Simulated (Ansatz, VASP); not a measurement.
CoSn3: VASP beside Ansatz

POSCAR

```
CoSn3
1.0
    0.0000000000      3.4793051165      3.4793051165
    3.4793051165      0.0000000000      3.4793051165
    3.4793051165      3.4793051165      0.0000000000
Sn Co
3 1
Direct
    0.2500000000      0.2500000000      0.2500000000
    0.7500000000      0.7500000000      0.7500000000
    0.5000000000      0.5000000000      0.5000000000
    0.0000000000      0.0000000000      0.0000000000
```

File INCAR.step1:

```
  ALGO = Normal
  EDIFF = 1E-4
  ENCUT = 520
  GGA = PE
  ISMEAR = 0
  LASPH = T
  LCHARG = F
  LREAL = F
  LWAVE = T
  NBANDS = 34
  NELM = 80
  PREC = Accurate
  SIGMA = 0.1
```

The input INCAR.step2:

```
  ALGO = Normal
  EDIFF = 1E-6
  ENCUT = 520
  ISIF = 2
  ISMEAR = 0
  ISTART = 1
  LASPH = T
  LCHARG = F
  LMIXTAU = T
  LREAL = F
  LWAVE = F
  METAGGA = R2SCAN
  NBANDS = 34
  NELM = 80
  PREC = Accurate
  SIGMA = 0.1
```

File KPOINTS:

```
k-points
0
Gamma
  10 10 10
```

Input for Ansatz:

```yaml
crystal:
  lattice:
    - [0.0, 3.4793051165, 3.4793051165]
    - [3.4793051165, 0.0, 3.4793051165]
    - [3.4793051165, 3.4793051165, 0.0]
  atoms:
    - { symbol: Sn, position: [0.25, 0.25, 0.25] }
    - { symbol: Sn, position: [0.75, 0.75, 0.75] }
    - { symbol: Sn, position: [0.5, 0.5, 0.5] }
    - { symbol: Co, position: [0.0, 0.0, 0.0] }
basis:
  ecutwfc: 500
kpoints:
  mp_grid: { grid: [10, 10, 10] }
hamiltonian:
  xc: r2scan
scf:
  occupations: { method: gaussian, width: 0.1 }
  lower_state_search: "off"
output:
  forces: true
  stress: true
  eigenvalues: true
  write_density: true
  write_potential: true
  elf: true
  volumetric_format: npy
```

Alike in both runs: task single point; functional r2SCAN; k mesh 10 × 10 × 10; occupations gaussian, width 0.1 eV; no spin polarisation.

|  | VASP | Ansatz |
| --- | --- | --- |
| version | VASP 6.6.1 | Ansatz 0.2.0 |
| potentials or method | VASP PAW PBE potentials, release 64 (Sn_d, Co), cutoff 520 eV | scalar-relativistic, plane waves, PAW |
| valence electrons in the cell | 51 | 59 |

VASP gave:

* gap on the k mesh at the Fermi level (eV): none
* pressure (GPa): 1.0

Q: Which values does Ansatz return?

A: gap on the k mesh at the Fermi level (eV): none; pressure (GPa): 0.9.

VASP's potentials were made for PBE, not for r2SCAN. A gap of «none» marks a metal or a gap that the smearing closes. VASP's potentials hold 51 valence electrons a cell and Ansatz's 59, so a difference there can come from the potentials and not from the codes.
